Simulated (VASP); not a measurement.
Crystal: Au.

```xyz
1
Lattice="-1.6573 1.6573 1.6573 1.6573 -1.6573 1.6573 1.6573 1.6573 -1.6573" Properties=species:S:1:pos:R:3 pbc="T T T"
Au    0.0000    0.0000    0.0000
```

This isn't the form of Au at room conditions, which is fcc.

```yaml
Program: VASP 6.6.1
Task: relaxation of cell and atoms
Functional: PBE-based screened hybrid with 25 % exact exchange
Potentials_or_basis: VASP PAW PBE potentials, release 64 (Au)
Cutoff: 600 eV
k_mesh: 6 × 6 × 6
Occupations: fermi-dirac, width 0.05 eV
Spin: no spin polarisation
```

At the start: pressure -3.6 GPa; volume 18.21 Å³/atom.

Question: How do energy, volume and symmetry change on relaxing?

Answer: Over 3 steps the energy falls by 5.7 meV/atom and the volume is 17.72 Å³/atom (-2.7 %); space group Im-3m (No. 229, to 0.1 Å) before and after.

Step by step:
```csv
step,energy change (eV),largest force (eV/Å),pressure (GPa),volume (Å³)
1,0.0000,0.0000,-3.62,18.21
2,0.0031,0.0000,5.09,17.14
3,-0.0057,0.0000,-0.02,17.72
```

Final structure:
```yaml
crystal:
  lattice:
    - [-1.64236, 1.64236, 1.64236]
    - [1.64236, -1.64236, 1.64236]
    - [1.64236, 1.64236, -1.64236]
  atoms:
    - { symbol: Au, position: [0.00000, 0.00000, 0.00000] }
```

Caveat: the k points lie up to 0.45 Å⁻¹ apart in the final cell, too coarse for converged energies and pressures of a metal; the PAW data sets were made with another functional, which shifts forces and pressure a little.
